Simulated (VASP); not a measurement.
**NiO2: single point with r2SCAN**

Crystal: NiO2.

```
CELL_PARAMETERS angstrom
2.77078 0.00000 0.00000
-1.38539 2.39957 0.00000
0.00000 0.00000 4.34764
ATOMIC_POSITIONS crystal
Ni 0.00000 0.00000 0.50000
O 0.66667 0.33333 0.71590
O 0.33333 0.66667 0.28410
```

This cell differs from its parent crystal: volume scaled by 0.94, then relaxed in part.

* Program: VASP 6.6.1
* Task: single point
* Functional: r2SCAN
* Potentials or basis: VASP PAW PBE potentials, release 64 (Ni, O)
* Cutoff: 520 eV
* k mesh: 12 × 12 × 6
* Occupations: gaussian, width 0.02 eV
* Spin: no spin polarisation
* Dipole correction: no
* Further INCAR settings: ALGO = Normal; EDIFF = 1e-07; NBANDS = 18

```json
{
  "Pressure": "3.6 GPa",
  "Largest force": "0.144 eV/Å",
  "Band gap on the k mesh": "1.29 eV, indirect (least direct gap 1.47 eV)"
}
```

Forces in eV/Å, atoms in the order of the input:
```
Ni   0.000  0.000  0.000
O    0.000  0.000  0.144
O    0.000  0.000 -0.144
```

Stress tensor (GPa, compression positive):
```
3.89 0.00 0.00
0.00 3.89 0.00
0.00 0.00 2.99
```

Levels at points of the mesh, in eV from the valence-band top:
```
           k point  band 9  band 10  band 11  band 12  band 13  band 14
(0.00, 0.00, 0.00)   -0.92    -0.64    -0.37     2.60     2.60     9.07
(0.50, 0.00, 0.00)   -2.15    -1.91    -1.17     1.92     2.61    13.96
(0.00, 0.00, 0.50)   -0.99    -0.99    -0.15     2.68     2.68    11.41
(0.50, 0.00, 0.50)   -1.94    -1.36    -1.33     1.97     2.46    12.88
```

Run time: 100 s on 1 thread of AMD EPYC 9R45 96-Core Processor (Zen 5), on a shared host, peak memory 0.16 GiB.

Caveat: the PAW data sets were made with another functional, which shifts forces and pressure a little. Spin polarisation is off, so any magnetic state and its effect on volume and gap are missing.
